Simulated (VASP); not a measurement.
# ZrS (R-3m) in VASP: further runs

The runs below take ZrS through single point, with PBEsol.

Everything below comes from runs of VASP 6.6.1. Logs are shortened: lines on timing, memory, paths and dates and some standing lists are left out, and cuts for length are marked.

## 1. The cell of the first run

It takes space group R-3m (No. 166, trigonal). Conventional cell: a = 3.376 Å, b = 3.376 Å, c = 9.921 Å, α = 90.00°, β = 90.00°, γ = 120.00°. Within 3.4 Å of Zr (site symmetry -3m) lie 6 S at 2.56 Å and 6 Zr at 3.38 Å. S (site symmetry -3m) has 6 Zr at 2.56 Å and 6 S at 3.38 Å within 3.4 Å.

## 2. Single point, PBEsol (16.32 Å³/atom)

INCAR reads:

```
SYSTEM = ZrS
PREC = Accurate
ENCUT = 520
EDIFF = 1E-6
ISMEAR = 0
SIGMA = 0.15
LREAL = .False.
LASPH = .True.
NELM = 60
ALGO = Normal
ISIF = 2
LWAVE = .False.
LCHARG = .False.
GGA = PS
NBANDS = 16
```

KPOINTS reads:

```
Automatic mesh
0
Gamma
  16 16 16
  0 0 0
```

POSCAR reads:

```
ZrS
1.0
    0.3176739355      2.7050031105      2.7050031105
    2.7050031105      0.3176739355      2.7050031105
    2.7050031105      2.7050031105      0.3176739355
Zr S
1 1
Direct
    0.0000000000      0.0000000000      0.0000000000
    0.5000000000      0.5000000000      0.5000000000
```

Potentials or basis: VASP PAW PBE potentials, release 64 (Zr_sv, S).

Command:

```sh
$ cat potpaw_PBE.64/Zr_sv/POTCAR potpaw_PBE.64/S/POTCAR > POTCAR
$ mpirun -np 1 vasp_std > vasp.out
```

OUTCAR:

```text
SYSTEM = ZrS
   PREC = Accurate
   ENCUT = 520
   EDIFF = 1E-6
   ISMEAR = 0
   LREAL = .False.
   LASPH = .True.
   NELM = 60
   ISIF = 2
   GGA = PS

 ion  position               nearest neighbor table
   1  0.000  0.000  0.000-   2 2.56   2 2.56   2 2.56   2 2.56   2 2.56   2 2.56
   2  0.500  0.500  0.500-   1 2.56   1 2.56   1 2.56   1 2.56   1 2.56   1 2.56

  LATTYP: Found a trigonal (rhomboedric) cell.
 ALAT       =     3.8386195937
 COS(alpha) =     0.6132106928

  Lattice vectors:

 A1 = (   0.3176739355,   2.7050031105,   2.7050031105)
 A2 = (   2.7050031105,   0.3176739355,   2.7050031105)
 A3 = (   2.7050031105,   2.7050031105,   0.3176739355)

Analysis of symmetry for initial positions (statically):
=====================================================================
 Subroutine PRICEL returns:
 Original cell was already a primitive cell.

 Routine SETGRP: Setting up the symmetry group for a
 trigonal (rhombohedral) supercell.

 Subroutine GETGRP returns: Found 12 space group operations
 (whereof 12 operations were pure point group operations)
 out of a pool of 12 trial point group operations.

The static configuration has the point symmetry D_3d.

Analysis of symmetry for dynamics (positions and initial velocities):
=====================================================================
 Subroutine PRICEL returns:
 Original cell was already a primitive cell.

 Routine SETGRP: Setting up the symmetry group for a
 trigonal (rhombohedral) supercell.

 Subroutine GETGRP returns: Found 12 space group operations
 (whereof 12 operations were pure point group operations)
 out of a pool of 12 trial point group operations.

The dynamic configuration has the point symmetry D_3d.

 Subroutine INISYM returns: Found 12 space group operations
 (whereof 12 operations are pure point group operations),
 and found     1 'primitive' translations

----------------------------------------------------------------------------------------

                                     Primitive cell

  volume of cell :      32.6440

  direct lattice vectors                    reciprocal lattice vectors
     0.317673936  2.705003110  2.705003110    -0.221055174  0.197822964  0.197822964
     2.705003110  0.317673936  2.705003110     0.197822964 -0.221055174  0.197822964
     2.705003110  2.705003110  0.317673936     0.197822964  0.197822964 -0.221055174

  length of vectors
     3.838619594  3.838619594  3.838619594     0.356557485  0.356557485  0.356557485

  position of ions in fractional coordinates (direct lattice)
     0.000000000  0.000000000  0.000000000
     0.500000000  0.500000000  0.500000000

  ion indices of the primitive-cell ions
   primitive index   ion index
                 1           1
                 2           2

----------------------------------------------------------------------------------------

 KPOINTS: Automatic mesh

Automatic generation of k-mesh.
 Grid dimensions read from file:
 generate k-points for:   16   16   16

 Generating k-lattice:

  Cartesian coordinates                     Fractional coordinates (reciprocal lattice)
    -0.013815948  0.012363935  0.012363935     0.062500000  0.000000000  0.000000000
     0.012363935 -0.013815948  0.012363935     0.000000000  0.062500000  0.000000000
     0.012363935  0.012363935 -0.013815948     0.000000000  0.000000000  0.062500000

  Length of vectors
     0.022284843  0.022284843  0.022284843

  Shift w.r.t. Gamma in fractional coordinates (k-lattice)
     0.000000000  0.000000000  0.000000000

 Subroutine IBZKPT returns following result:
 ===========================================

 Found    417 irreducible k-points:

 Following reciprocal coordinates:
            Coordinates               Weight
  0.000000  0.000000  0.000000      1.000000
  0.062500  0.000000 -0.000000      6.000000
  0.125000  0.000000 -0.000000      6.000000
  0.187500 -0.000000 -0.000000      6.000000
  0.250000  0.000000 -0.000000      6.000000
  0.312500 -0.000000 -0.000000      6.000000
[... 16 lines left out ...]
 -0.125000  0.062500  0.000000     12.000000
 -0.062500  0.062500  0.000000      6.000000
 [... further k-points ...]
   k-points           NKPTS =    417   k-points in BZ     NKDIM =    417   number of bands    NBANDS=     16
   number of dos      NEDOS =    301   number of ions     NIONS =      2
   total plane-waves  NPLWV =  27000
   dimension x,y,z NGX =    30 NGY =   30 NGZ =   30
   dimension x,y,z NGXF=    60 NGYF=   60 NGZF=   60
   ions per type =               1   1
   NGX,Y,Z   is equivalent  to a cutoff of  12.99, 12.99, 12.99 a.u.
   NGXF,Y,Z  is equivalent  to a cutoff of  25.99, 25.99, 25.99 a.u.
 SYSTEM =  ZrS
   PREC   = accura    normal or accurate (medium, high low for compatibility)
   ISTART =      0    job   : 0-new  1-cont  2-samecut
   ICHARG =      2    charge: 1-file 2-atom 10-const
   ISPIN  =      1    spin polarized calculation?
[... 29 lines left out ...]
   LORBIT       =      0    0 simple, 1 ext, 2 COOP (PROOUT), +10 PAW based schemes
   GGA     = PS    functional components
   LHFCALC =     F    Hartree Fock is set to
   AEXX    =    0.0000 exact exchange contribution
   IVDW    =     0    specifies the selected vdW correction
   LEPSILON=     F    determine dielectric tensor
   LRPA    =     F    only Hartree local field effects (RPA)
 non-spin polarized calculation
 Gauss-broadening in eV      SIGMA  =   0.15
  energy-cutoff  :      520.00
  volume of cell :       32.64
 maximum number of plane-waves:       895
 NGX is ok and might be reduce to    30
   NGX = 15   NGY = 15   NGZ = 15

 number of electron      18.0000000 magnetization

 Free energy of the ion-electron system (eV)
  ---------------------------------------------------
  ext. energy  EPLUGINS =         0.00000000
  ---------------------------------------------------
  free energy    TOTEN  =       -16.36013364 eV

  energy without entropy =      -16.34515171  energy(sigma->0) =      -16.35264268

 E-fermi :  11.7836     XC(G=0): -11.9735

 val. band max:       11.7819951626   @ k =   0.3750   0.3750   0.3125
 cond. band min:      11.7842276152   @ k =   0.1875   0.1250  -0.0000
 fundamental gap:      0.0022324526
 Fermi energy:        11.7836491139

 k-point     1 :       0.0000    0.0000    0.0000
  band No.  band energies     occupation
      1     -37.7647      2.00000
      2     -15.9467      2.00000
      3     -15.6268      2.00000
      4     -15.6268      2.00000
      5      -4.3825      2.00000
      6       7.6978      2.00000
[... 8 lines left out ...]
     15      19.3649      0.00000
     16      24.2128      0.00000

 k-point     2 :       0.0625    0.0000   -0.0000
  band No.  band energies     occupation
      1     -37.7622      2.00000
      2     -15.9467      2.00000
      3     -15.6527      2.00000
      4     -15.6310      2.00000
      5      -4.3159      2.00000
      6       7.4674      2.00000
[... 8 lines left out ...]
     15      19.6166      0.00000
     16      23.9268      0.00000

 k-point     3 :       0.1250    0.0000   -0.0000
  band No.  band energies     occupation
      1     -37.7553      2.00000
      2     -15.9475      2.00000
      3     -15.7248      2.00000
      4     -15.6430      2.00000
      5      -4.1227      2.00000
      6       6.9581      2.00000
[... 8 lines left out ...]
     15      20.2565      0.00000
     16      22.8533      0.00000

 k-point     4 :       0.1875   -0.0000   -0.0000
  band No.  band energies     occupation
      1     -37.7448      2.00000
      2     -15.9542      2.00000
      3     -15.8246      2.00000
      4     -15.6610      2.00000
      5      -3.8222      2.00000
      6       6.3885      2.00000
[... 8 lines left out ...]
     15      20.7063      0.00000
     16      21.9697      0.00000
[... 324 lines left out ...]
 k-point    22 :      -0.1875    0.0625    0.0000
  band No.  band energies     occupation
      1     -37.7379      2.00000
      2     -15.9500      2.00000
      3     -15.8835      2.00000
      4     -15.6811      2.00000
      5      -3.6515      2.00000
      6       6.0193      2.00000
[... 8 lines left out ...]
     15      20.7988      0.00000
     16      22.2941      0.00000

 k-point    23 :      -0.1250    0.0625    0.0000
  band No.  band energies     occupation
      1     -37.7492      2.00000
      2     -15.9386      2.00000
      3     -15.7858      2.00000
      4     -15.6589      2.00000
      5      -3.9746      2.00000
      6       6.6629      2.00000
[... 8 lines left out ...]
     15      20.7024      0.00000
     16      22.9184      0.00000

 k-point    24 :      -0.0625    0.0625    0.0000
  band No.  band energies     occupation
      1     -37.7578      2.00000
      2     -15.9418      2.00000
      3     -15.6998      2.00000
      4     -15.6412      2.00000
      5      -4.2038      2.00000
      6       7.1791      2.00000
[... 8 lines left out ...]
     15      20.0482      0.00000
     16      23.8431      0.00000

 [... further k-points ...]

------------------------ aborting loop because EDIFF is reached ----------------------------------------

  FORCE on cell =-STRESS in cart. coord.  units (eV):
  Direction    XX          YY          ZZ          XY          YZ          ZX
  --------------------------------------------------------------------------------------
  -------------------------------------------------------------------------------------
  Total        1.9898788      1.9898788      1.9898788     -0.4210413     -0.4210413     -0.4210413
  in kB       97.6638492     97.6638492     97.6638492    -20.6648351    -20.6648351    -20.6648351
  external PRESSURE =      97.6638492 kB  Pullay stress =       0.0000000 kB

 VOLUME and BASIS-vectors are now :
 -----------------------------------------------------------------------------
  energy-cutoff  :      520.00
  volume of cell :       32.64
      direct lattice vectors                 reciprocal lattice vectors
     0.317673936  2.705003110  2.705003110    -0.221055174  0.197822964  0.197822964
     2.705003110  0.317673936  2.705003110     0.197822964 -0.221055174  0.197822964
     2.705003110  2.705003110  0.317673936     0.197822964  0.197822964 -0.221055174

 POSITION                                       TOTAL-FORCE (eV/Angst)
 -----------------------------------------------------------------------------------
      0.00000      0.00000      0.00000         0.000000     -0.000000      0.000000
      2.86384      2.86384      2.86384        -0.000000      0.000000     -0.000000
 -----------------------------------------------------------------------------------
    total drift:                               -0.000000      0.000000      0.000000

  FREE ENERGIE OF THE ION-ELECTRON SYSTEM (eV)
  ---------------------------------------------------
  free  energy   TOTEN  =       -16.3601336386 eV

  energy  without entropy=      -16.3451517134  energy(sigma->0) =      -16.35264268
```

Run time: 3.4 min. Hardware: 1 thread of Intel Xeon Platinum 8488C (Sapphire Rapids), shared host; peak memory 0.33 GiB.

What came out:

```
Free energy            : -16.3601 eV
Pressure               : 9.8 GPa
Band gap on the k mesh : zero (bands 9 and 10 overlap by 2.03 eV)
```

Levels at points of the mesh, in eV from the Fermi level:
```csv
k point,band 7,band 8,band 9,band 10,band 11,band 12
"(0.00, 0.00, 0.00)",-2.79,-2.79,-2.74,-0.92,-0.92,-0.21
"(0.50, 0.00, 0.00)",-6.94,-5.66,0.09,2.06,3.01,3.63
"(0.50, 0.50, 0.00)",-4.65,-3.78,-3.78,0.58,1.52,3.31
"(0.50, 0.50, 0.50)",-5.07,-5.07,1.11,1.38,1.38,2.93
```

Caveat: the cell stands under pressure; the PAW data sets were made with another functional, which shifts forces and pressure a little.

## 3. Single point, PBEsol (16.32 Å³/atom)

INCAR reads:

```
SYSTEM = ZrS
  ALGO = Normal
  EDIFF = 1E-7
  ENCUT = 520
  GGA = PS
  ISIF = 2
  ISMEAR = 0
  LASPH = .TRUE.
  LCHARG = .FALSE.
  LREAL = .FALSE.
  LWAVE = .FALSE.
  NBANDS = 16
  NELM = 80
  PREC = Accurate
  SIGMA = 0.15
```

KPOINTS reads:

```
k-points
0
G
  16 16 16
  0 0 0
```

POSCAR reads:

```
ZrS
1.0
    0.2095036507      2.6455926120      2.6455926120
    2.6455926120      0.2095036507      2.6455926120
    2.6455926120      2.6455926120      0.2095036507
Zr S
1 1
Direct
    0.0000000000      0.0000000000      0.0000000000
    0.5000000000      0.5000000000      0.5000000000
```

Potentials or basis: VASP PAW PBE potentials, release 64 (Zr_sv, S).

Command:

```sh
$ cat potpaw_PBE.64/Zr_sv/POTCAR potpaw_PBE.64/S/POTCAR > POTCAR
$ mpirun -np 1 vasp_std > vasp.out
```

Wall time 2.8 min (1 thread of Intel Xeon Platinum 8488C (Sapphire Rapids), shared host); peak memory 0.32 GiB.

It converged, with:

| Property | Result |
| --- | --- |
| Free energy | -16.4122 eV |
| Pressure | 9.5 GPa |
| Band gap on the k mesh | zero (bands 9 and 10 overlap by 2.56 eV) |

Stress tensor (GPa, compression positive):
```
 9.51 -1.98 -1.98
-1.98  9.51 -1.98
-1.98 -1.98  9.51
```

Levels at points of the mesh, in eV from the Fermi level:
```tsv
k point	band 5	band 6	band 7	band 8	band 9	band 10	band 11	band 12	band 13	band 14
(0.00, 0.00, 0.00)	-16.24	-3.94	-3.12	-3.12	-2.44	-1.14	-1.14	-0.55	-0.55	2.92
(0.50, 0.00, 0.00)	-14.16	-8.51	-6.85	-5.99	0.62	1.96	2.55	3.06	5.31	6.44
(0.50, 0.50, 0.00)	-15.24	-6.40	-4.68	-4.07	-3.88	0.55	1.97	3.02	3.73	4.44
(0.50, 0.50, 0.50)	-14.49	-8.45	-5.58	-5.58	1.42	1.42	1.50	2.53	5.88	5.88
```

Caveat: the cell stands under pressure; the PAW data sets were made with another functional, which shifts forces and pressure a little.

## 4. Single point, PBEsol (16.32 Å³/atom)

INCAR reads:

```
  PREC = Accurate
  ENCUT = 520
  EDIFF = 1E-6
  ISMEAR = 0
  SIGMA = 0.15
  LREAL = False
  LASPH = True
  NELM = 80
  ALGO = Normal
  ISIF = 2
  LWAVE = False
  LCHARG = True
  GGA = PS
  LELF = True
  LVHAR = True
  NBANDS = 16
```

KPOINTS reads:

```
Automatic mesh
0
Gamma
  16 16 16
```

POSCAR reads:

```
ZrS
1.0
   -0.2012722405      2.4400957445      2.4400957445
    2.4400957445     -0.2012722405      2.4400957445
    2.4400957445      2.4400957445     -0.2012722405
Zr S
1 1
Direct
    0.0000000000      0.0000000000      0.0000000000
    0.5000000000      0.5000000000      0.5000000000
```

Command:

```sh
$ cat potpaw_PBE.64/Zr_sv/POTCAR potpaw_PBE.64/S/POTCAR > POTCAR
$ mpirun -np 1 vasp_std > vasp.out
```

Run time: 2.5 min. Hardware: 1 thread of Intel Xeon Platinum 8488C (Sapphire Rapids), shared host; peak memory 0.32 GiB.

The run converged. Its results:

| Quantity | Value |
| --- | --- |
| Free energy | -16.4072 eV |
| Pressure | 9.3 GPa |
| Band gap on the k mesh | zero (bands 9 and 10 overlap by 3.73 eV) |

Stress tensor (GPa, compression positive):
```
9.33 2.38 2.38
2.38 9.33 2.38
2.38 2.38 9.33
```

Levels at points of the mesh, in eV from the Fermi level:
| k point | band 7 | band 8 | band 9 | band 10 | band 11 | band 12 |
| --- | --- | --- | --- | --- | --- | --- |
| (0.00, 0.00, 0.00) | -3.64 | -3.02 | -2.07 | -2.07 | -0.63 | -0.63 |
| (0.50, 0.00, 0.00) | -6.45 | -5.60 | 0.93 | 1.15 | 2.22 | 3.08 |
| (0.50, 0.50, 0.00) | -4.80 | -4.03 | -3.89 | 0.50 | 2.00 | 2.97 |
| (0.50, 0.50, 0.50) | -6.90 | -6.90 | 1.66 | 2.26 | 2.26 | 2.60 |

Caveat: the cell stands under pressure; the PAW data sets were made with another functional, which shifts forces and pressure a little.

## 5. Single point, PBEsol (17.24 Å³/atom)

This run uses another cell than the first one, of 17.24 Å³/atom.

INCAR reads:

```
  PREC = Accurate
  ENCUT = 520
  EDIFF = 1E-7
  ISMEAR = 0
  SIGMA = 0.15
  LREAL = F
  LASPH = T
  NELM = 80
  ALGO = Normal
  ISIF = 2
  LWAVE = F
  LCHARG = F
  GGA = PS
  NBANDS = 16
```

KPOINTS reads:

```
regular mesh
0
Gamma
  16 16 16
```

POSCAR reads:

```
ZrS
1.0
   -0.1035141801      2.5326703735      2.5326703735
    2.5326703735     -0.1035141801      2.5326703735
    2.5326703735      2.5326703735     -0.1035141801
Zr S
1 1
Direct
    0.0000000000      0.0000000000      0.0000000000
    0.5000000000      0.5000000000      0.5000000000
```

Command:

```sh
$ cat potpaw_PBE.64/Zr_sv/POTCAR potpaw_PBE.64/S/POTCAR > POTCAR
$ mpirun -np 1 vasp_std > vasp.out
```

Run time: 3.1 min. Hardware: 1 thread of Intel Xeon Platinum 8488C (Sapphire Rapids), shared host; peak memory 0.33 GiB.

The run converged. Its results:

```yaml
Free_energy: -16.5048 eV
Pressure: 0.2 GPa
Band_gap_on_the_k_mesh: zero (bands 9 and 10 overlap by 3.43 eV)
```

Stress tensor (GPa, compression positive):
```
0.17 1.16 1.16
1.16 0.17 1.16
1.16 1.16 0.17
```

Levels at points of the mesh, in eV from the Fermi level:
```
           k point  band 6  band 7  band 8  band 9  band 10  band 11  band 12  band 13
(0.00, 0.00, 0.00)   -3.60   -3.60   -3.28   -1.69    -1.69    -1.01    -0.69    -0.69
(0.50, 0.00, 0.00)   -8.26   -6.22   -5.81    1.22     1.38     2.02     2.31     5.63
(0.50, 0.50, 0.00)   -6.33   -4.64   -4.28   -3.67     0.52     2.25     2.60     3.25
(0.50, 0.50, 0.50)   -8.24   -6.42   -6.42    1.74     1.81     1.81     2.17     5.76
```

Caveat: the PAW data sets were made with another functional, which shifts forces and pressure a little.

## 6. Single point, PBEsol (17.24 Å³/atom)

This run uses another cell than the first one, of 17.24 Å³/atom.

INCAR reads:

```
SYSTEM = ZrS
PREC = Accurate
ENCUT = 520
EDIFF = 1E-7
ISMEAR = 0
SIGMA = 0.15
LREAL = .False.
LASPH = .True.
NELM = 80
ALGO = Normal
ISIF = 2
LWAVE = .False.
LCHARG = .True.
GGA = PS
LELF = .True.
LVHAR = .True.
NBANDS = 16
```

KPOINTS reads:

```
Automatic mesh
0
Gamma
  16 16 16
  0 0 0
```

POSCAR reads:

```
ZrS
1.0
    0.3235277427      2.7548484548      2.7548484548
    2.7548484548      0.3235277427      2.7548484548
    2.7548484548      2.7548484548      0.3235277427
Zr S
1 1
Direct
    0.0000000000      0.0000000000      0.0000000000
    0.5000000000      0.5000000000      0.5000000000
```

Potentials or basis: VASP PAW PBE potentials, release 64 (Zr_sv, S).

Command:

```sh
$ cat potpaw_PBE.64/Zr_sv/POTCAR potpaw_PBE.64/S/POTCAR > POTCAR
$ mpirun -np 1 vasp_std > vasp.out
```

It took 4.4 min on 1 thread of Intel Xeon Platinum 8488C (Sapphire Rapids), shared host; peak memory 0.34 GiB.

It converged, with:

```
Free energy            : -16.4185 eV
Pressure               : 0.7 GPa
Band gap on the k mesh : zero (bands 9 and 10 overlap by 1.82 eV)
```

Stress tensor (GPa, compression positive):
```
 0.68 -1.83 -1.83
-1.83  0.68 -1.83
-1.83 -1.83  0.68
```

Levels at points of the mesh, in eV from the Fermi level:
```tsv
k point	band 5	band 6	band 7	band 8	band 9	band 10	band 11	band 12	band 13	band 14
(0.00, 0.00, 0.00)	-15.90	-4.07	-2.81	-2.81	-2.57	-0.84	-0.84	-0.16	-0.16	2.67
(0.50, 0.00, 0.00)	-14.00	-8.14	-6.67	-5.46	0.07	1.99	2.78	3.33	5.00	5.82
(0.50, 0.50, 0.00)	-14.87	-6.30	-4.65	-3.77	-3.51	0.56	1.39	3.06	3.14	4.65
(0.50, 0.50, 0.50)	-14.49	-8.10	-4.91	-4.91	0.98	1.27	1.27	2.89	5.11	5.11
```

Caveat: the PAW data sets were made with another functional, which shifts forces and pressure a little.

## 7. Overview

```tsv
cell	gap on the mesh (eV)	pressure (GPa)
a = 3.839 Å, angles 52.2°, 2 atoms	none	9.8
a = 3.747 Å, angles 54.7°, 2 atoms	none	9.5
a = 3.457 Å, angles 65.4°, 2 atoms	none	9.3
a = 3.583 Å, angles 62.7°, 2 atoms	none	0.2
a = 3.909 Å, angles 52.2°, 2 atoms	none	0.7
```

Alike in all rows: task single point; level PBEsol; potentials or basis VASP PAW PBE potentials, release 64 (Zr_sv, S); no spin polarisation; k mesh 16 × 16 × 16; cutoff (eV) 520; smearing gaussian 0.15 eV.

Caveats: the PAW data sets were made with another functional, which shifts forces and pressure a little; the cell stands under pressure (at least some runs).

Total energies depend on the potentials used, so only differences within one code and one set of settings carry meaning.
